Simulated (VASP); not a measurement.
# SnO (Romarchite) (P4/nmm) in VASP: further runs, part 2 of 2

VASP 6.6.1.

### 3 Single point, PBE

This run uses another cell than the first one, of 18.86 Å³/atom, 1.025 times its volume.

INCAR reads:

```
SYSTEM = SnO
  PREC = Accurate
  ENCUT = 520
  EDIFF = 1E-7
  ISMEAR = -1
  SIGMA = 0.05
  LREAL = .FALSE.
  LASPH = .TRUE.
  NELM = 80
  ALGO = Normal
  ISIF = 2
  LWAVE = .FALSE.
  LCHARG = .TRUE.
  GGA = PE
  LELF = .TRUE.
  LVHAR = .TRUE.
  NBANDS = 28
```

KPOINTS reads:

```
regular mesh
0
G
  6 6 4
  0 0 0
```

POSCAR reads:

```
SnO
1.0
    3.8973087786      0.0000000000      0.0000000000
    0.0000000000      3.8973087786      0.0000000000
    0.0000000000      0.0000000000      4.9665909376
Sn O
2 2
Direct
    0.5000000000      0.0000000000      0.2369000000
    0.0000000000      0.5000000000      0.7631000000
    0.0000000000      0.0000000000      0.0000000000
    0.5000000000      0.5000000000      0.0000000000
```

Potentials or basis: VASP PAW PBE potentials, release 64 (Sn_d, O).

Started as:

```
$ cat potpaw_PBE.64/Sn_d/POTCAR potpaw_PBE.64/O/POTCAR > POTCAR
$ mpirun -np 1 vasp_std > vasp.out
```

OUTCAR:

```text
SYSTEM = SnO
   PREC = Accurate
   ENCUT = 520
   EDIFF = 1E-7
   ISMEAR = -1
   LREAL = .FALSE.
   LASPH = .TRUE.
   NELM = 80
   ISIF = 2
   GGA = PE

 ion  position               nearest neighbor table
   1  0.500  0.000  0.237-   3 2.28   4 2.28   4 2.28   3 2.28   2 3.62   2 3.62   2 3.62   2 3.62

   2  0.000  0.500  0.763-   3 2.28   4 2.28   3 2.28   4 2.28   1 3.62   1 3.62   1 3.62   1 3.62

   3  0.000  0.000  0.000-   1 2.28   2 2.28   2 2.28   1 2.28
   4  0.500  0.500  0.000-   1 2.28   2 2.28   1 2.28   2 2.28

  LATTYP: Found a simple tetragonal cell.
 ALAT       =     3.8973087786
 C/A-ratio  =     1.2743642395

  Lattice vectors:

 A1 = (   3.8973087786,   0.0000000000,   0.0000000000)
 A2 = (   0.0000000000,   3.8973087786,   0.0000000000)
 A3 = (   0.0000000000,   0.0000000000,   4.9665909376)

Analysis of symmetry for initial positions (statically):
=====================================================================
 Subroutine PRICEL returns:
 Original cell was already a primitive cell.

 Routine SETGRP: Setting up the symmetry group for a
 simple tetragonal supercell.

 Subroutine GETGRP returns: Found 16 space group operations
 (whereof  8 operations were pure point group operations)
 out of a pool of 16 trial point group operations.

The static configuration has the point symmetry D_2d.
 The point group associated with its full space group is D_4h.

Analysis of symmetry for dynamics (positions and initial velocities):
=====================================================================
 Subroutine PRICEL returns:
 Original cell was already a primitive cell.

 Routine SETGRP: Setting up the symmetry group for a
 simple tetragonal supercell.

 Subroutine GETGRP returns: Found 16 space group operations
 (whereof  8 operations were pure point group operations)
 out of a pool of 16 trial point group operations.

The dynamic configuration has the point symmetry D_2d.
 The point group associated with its full space group is D_4h.

 Subroutine INISYM returns: Found 16 space group operations
 (whereof  8 operations are pure point group operations),
 and found     1 'primitive' translations

----------------------------------------------------------------------------------------

                                     Primitive cell

  volume of cell :      75.4376

  direct lattice vectors                    reciprocal lattice vectors
     3.897308779  0.000000000  0.000000000     0.256587316  0.000000000  0.000000000
     0.000000000  3.897308779  0.000000000     0.000000000  0.256587316  0.000000000
     0.000000000  0.000000000  4.966590938     0.000000000  0.000000000  0.201345352

  length of vectors
     3.897308779  3.897308779  4.966590938     0.256587316  0.256587316  0.201345352

  position of ions in fractional coordinates (direct lattice)
     0.500000000  0.000000000  0.236900000
     0.000000000  0.500000000  0.763100000
     0.000000000  0.000000000  0.000000000
     0.500000000  0.500000000  0.000000000

  ion indices of the primitive-cell ions
   primitive index   ion index
                 1           1
                 2           2
                 3           3
                 4           4

----------------------------------------------------------------------------------------

 KPOINTS: regular mesh

Automatic generation of k-mesh.
 Grid dimensions read from file:
 generate k-points for:    6    6    4

 Generating k-lattice:

  Cartesian coordinates                     Fractional coordinates (reciprocal lattice)
     0.042764553  0.000000000  0.000000000     0.166666667  0.000000000  0.000000000
     0.000000000  0.042764553  0.000000000     0.000000000  0.166666667  0.000000000
     0.000000000  0.000000000  0.050336338     0.000000000  0.000000000  0.250000000

  Length of vectors
     0.042764553  0.042764553  0.050336338

  Shift w.r.t. Gamma in fractional coordinates (k-lattice)
     0.000000000  0.000000000  0.000000000

 Subroutine IBZKPT returns following result:
 ===========================================

 Found     30 irreducible k-points:

 Following reciprocal coordinates:
            Coordinates               Weight
  0.000000  0.000000  0.000000      1.000000
  0.166667  0.000000  0.000000      4.000000
  0.333333  0.000000  0.000000      4.000000
  0.500000  0.000000  0.000000      2.000000
  0.166667  0.166667  0.000000      4.000000
  0.333333  0.166667  0.000000      8.000000
[... 16 lines left out ...]
  0.333333  0.000000  0.500000      4.000000
  0.500000  0.000000  0.500000      2.000000
 [... further k-points ...]
   k-points           NKPTS =     30   k-points in BZ     NKDIM =     30   number of bands    NBANDS=     28
   number of dos      NEDOS =    301   number of ions     NIONS =      4
   total plane-waves  NPLWV =  36000
   dimension x,y,z NGX =    30 NGY =   30 NGZ =   40
   dimension x,y,z NGXF=    60 NGYF=   60 NGZF=   80
   ions per type =               2   2
   NGX,Y,Z   is equivalent  to a cutoff of  12.80, 12.80, 13.39 a.u.
   NGXF,Y,Z  is equivalent  to a cutoff of  25.59, 25.59, 26.78 a.u.
 SYSTEM =  SnO
   PREC   = accura    normal or accurate (medium, high low for compatibility)
   ISTART =      0    job   : 0-new  1-cont  2-samecut
   ICHARG =      2    charge: 1-file 2-atom 10-const
   ISPIN  =      1    spin polarized calculation?
   LNONCOLLINEAR =      F non collinear calculations
   LSORBIT =      F    spin-orbit coupling
   LASPH  =      T    aspherical Exc in radial PAW
   ENCUT  =  520.0 eV  38.22 Ry    6.18 a.u.   7.25  7.25  9.23*2*pi/ulx,y,z
   NELM   =     80;   NELMIN=  2; NELMDL= -5     # of ELM steps
   EDIFF  = 0.1E-06   stopping-criterion for ELM
   LREAL  =      F    real-space projection
   EDIFFG = 0.1E-05   stopping-criterion for IOM
   NSW    =      0    number of steps for IOM
   IBRION =     -1    ionic relax: 0-MD 1-quasi-New 2-CG
   NFREE  =      0    steps in history (QN), initial steepest desc. (CG)
   ISIF   =      2    stress and relaxation
   ISYM   =      2    0-nonsym 1-usesym 2-fastsym
   POTIM  = 0.5000    time-step for ionic-motion
   TEBEG  =    0.0;   TEEND  =   0.0 temperature during run
   PSTRESS=    0.0 pullay stress
   NELECT =      40.0000    total number of electrons
   NUPDOWN=      -1.0000    fix difference up-down
   EMIN   =  10.00;   EMAX   =-10.00  energy-range for DOS
   EFERMI =   0.00;   METHOD = LEGACY
   ISMEAR =    -1;   SIGMA  =   0.05  broadening in eV -4-tet -1-fermi 0-gaus
   EFERMI_NEDOS =   21; number of points for ismear=-14 and -15
   IALGO  =     38    algorithm
   IMIX   =      4    mixing-type and parameters
     AMIX     =   0.40;   BMIX     =  1.00
     AMIX_MAG =   1.60;   BMIX_MAG =  1.00
  volume/ion in A,a.u.               =      18.86       127.27
  Fermi-wavevector in a.u.,A,eV,Ry     =   1.325050  2.503981 23.888519  1.755757
  Thomas-Fermi vector in A             =   2.454539
   LORBIT       =      0    0 simple, 1 ext, 2 COOP (PROOUT), +10 PAW based schemes
   GGA     = PE    functional components
   LHFCALC =     F    Hartree Fock is set to
   AEXX    =    0.0000 exact exchange contribution
   IVDW    =     0    specifies the selected vdW correction
   LEPSILON=     F    determine dielectric tensor
   LRPA    =     F    only Hartree local field effects (RPA)
 non-spin polarized calculation
  energy-cutoff  :      520.00
  volume of cell :       75.44
 maximum number of plane-waves:      2059
 NGX is ok and might be reduce to    30
   NGX = 15   NGY = 15   NGZ = 19

 number of electron      39.9999987 magnetization

 Free energy of the ion-electron system (eV)
  ---------------------------------------------------
  ext. energy  EPLUGINS =         0.00000000
  ---------------------------------------------------
  free energy    TOTEN  =       -22.71069640 eV

  energy without entropy =      -22.71026041  energy(sigma->0) =      -22.71047840

 E-fermi :   6.2847     XC(G=0):  -9.8804

 val. band max:        6.1151203968   @ k =   0.0000   0.0000   0.0000
 cond. band min:       6.4546114962   @ k =   0.5000   0.5000   0.0000
 fundamental gap:      0.3394910994
 Fermi energy:         6.2846955964

 k-point     1 :       0.0000    0.0000    0.0000
  band No.  band energies     occupation
      1     -15.5440      2.00000
      2     -15.2291      2.00000
      3     -15.2277      2.00000
      4     -15.2277      2.00000
      5     -15.2042      2.00000
      6     -15.1885      2.00000
[... 20 lines left out ...]
     27      12.8996      0.00000
[... 691 lines left out ...]
      6     -15.1954      2.00000
[... 20 lines left out ...]
     27      15.1104      0.00000
     28      15.1104      0.00000

 [... further k-points ...]
[... 5 lines left out ...]
  --------------------------------------------------------------------------------------
  -------------------------------------------------------------------------------------
  Total       -0.9851401     -0.9851401     -0.7597316      0.0000000      0.0000000      0.0000000
  in kB      -20.9228370    -20.9228370    -16.1355112      0.0000000      0.0000000      0.0000000
  external PRESSURE =     -19.3270617 kB  Pullay stress =       0.0000000 kB

 VOLUME and BASIS-vectors are now :
 -----------------------------------------------------------------------------
  energy-cutoff  :      520.00
  volume of cell :       75.44
      direct lattice vectors                 reciprocal lattice vectors
     3.897308779  0.000000000  0.000000000     0.256587316  0.000000000  0.000000000
     0.000000000  3.897308779  0.000000000     0.000000000  0.256587316  0.000000000
     0.000000000  0.000000000  4.966590938     0.000000000  0.000000000  0.201345352

 POSITION                                       TOTAL-FORCE (eV/Angst)
 -----------------------------------------------------------------------------------
      1.94865      0.00000      1.17659        -0.000000      0.000000     -0.428759
      0.00000      1.94865      3.79001         0.000000      0.000000      0.428759
      0.00000      0.00000      0.00000         0.000000     -0.000000      0.000000
      1.94865      1.94865      0.00000        -0.000000      0.000000      0.000000
 -----------------------------------------------------------------------------------
    total drift:                                0.000000      0.000000     -0.000000

  FREE ENERGIE OF THE ION-ELECTRON SYSTEM (eV)
  ---------------------------------------------------
  free  energy   TOTEN  =       -22.7106963955 eV

  energy  without entropy=      -22.7102604090  energy(sigma->0) =      -22.71047840
```

OSZICAR:

```text
N       E                     dE             d eps       ncg     rms          rms(c)
DAV:   1     0.420118247150E+03    0.42012E+03   -0.19807E+04  1716   0.213E+03
DAV:   2     0.378165141972E+02   -0.38230E+03   -0.36645E+03  1744   0.538E+02
DAV:   3    -0.235121250561E+02   -0.61329E+02   -0.59945E+02  1948   0.181E+02
DAV:   4    -0.264850565939E+02   -0.29729E+01   -0.29588E+01  1888   0.428E+01
DAV:   5    -0.265568141639E+02   -0.71758E-01   -0.71749E-01  1812   0.723E+00    0.117E+01
DAV:   6    -0.227946328700E+02    0.37622E+01   -0.18605E+01  2696   0.465E+01    0.525E+00
DAV:   7    -0.227326467022E+02    0.61986E-01   -0.23574E+00  1972   0.892E+00    0.249E+00
DAV:   8    -0.227164622294E+02    0.16184E-01   -0.30420E-01  1896   0.349E+00    0.806E-01
DAV:   9    -0.227097034666E+02    0.67588E-02   -0.44430E-02  2576   0.196E+00    0.251E-01
DAV:  10    -0.227112416630E+02   -0.15382E-02   -0.86753E-03  2272   0.801E-01    0.172E-01
DAV:  11    -0.227106681790E+02    0.57348E-03   -0.31087E-03  2544   0.459E-01    0.241E-02
DAV:  12    -0.227106950909E+02   -0.26912E-04   -0.30509E-04  1772   0.118E-01    0.256E-02
DAV:  13    -0.227106970535E+02   -0.19625E-05   -0.21514E-05  1980   0.319E-02    0.739E-03
DAV:  14    -0.227106963942E+02    0.65922E-06   -0.31380E-06  1940   0.112E-02    0.248E-03
DAV:  15    -0.227106963955E+02   -0.12678E-08   -0.25533E-07  1636   0.345E-03
   1 F= -.22710696E+02 E0= -.22710478E+02  d E =-.435987E-03
```

Run time: 2 min. Hardware: 1 thread of Intel Xeon 8259CL, shared host; peak memory 0.21 GiB.

Results:

```yaml
Free_energy: -22.7107 eV
Pressure: -1.9 GPa
Largest_force: 0.429 eV/Å
Band_gap_on_the_k_mesh: 0.34 eV, indirect (least direct gap 1.99 eV)
```

Forces in eV/Å, atoms in the order of the input:
```
Sn   0.000  0.000 -0.429
Sn   0.000  0.000  0.429
O    0.000  0.000  0.000
O    0.000  0.000  0.000
```

Stress tensor (GPa, compression positive):
```
-2.09  0.00  0.00
 0.00 -2.09  0.00
 0.00  0.00 -1.61
```

Levels at points of the mesh, in eV from the valence-band top:
```tsv
k point	band 16	band 17	band 18	band 19	band 20	band 21	band 22	band 23	band 24	band 25
(0.00, 0.00, 0.00)	-5.59	-2.99	-2.70	-2.70	0.00	1.99	4.40	4.68	4.68	5.63
(0.50, 0.00, 0.00)	-4.41	-4.26	-4.26	-2.35	-2.35	3.11	3.11	5.78	5.78	5.82
(0.50, 0.50, 0.00)	-4.52	-2.08	-2.08	-1.75	-1.75	0.34	0.34	4.56	4.56	6.97
(0.00, 0.00, 0.50)	-3.30	-3.06	-2.72	-2.72	-1.85	1.78	3.11	3.11	3.66	7.77
(0.50, 0.00, 0.50)	-4.84	-4.23	-4.23	-1.49	-1.49	2.56	2.56	5.36	5.36	6.46
(0.50, 0.50, 0.50)	-4.93	-2.45	-2.45	-2.08	-2.08	2.52	2.52	3.92	3.92	5.49
```

Caveat: spin-orbit coupling is left out, which moves the levels of the heavy elements. A k mesh can miss the band edges.
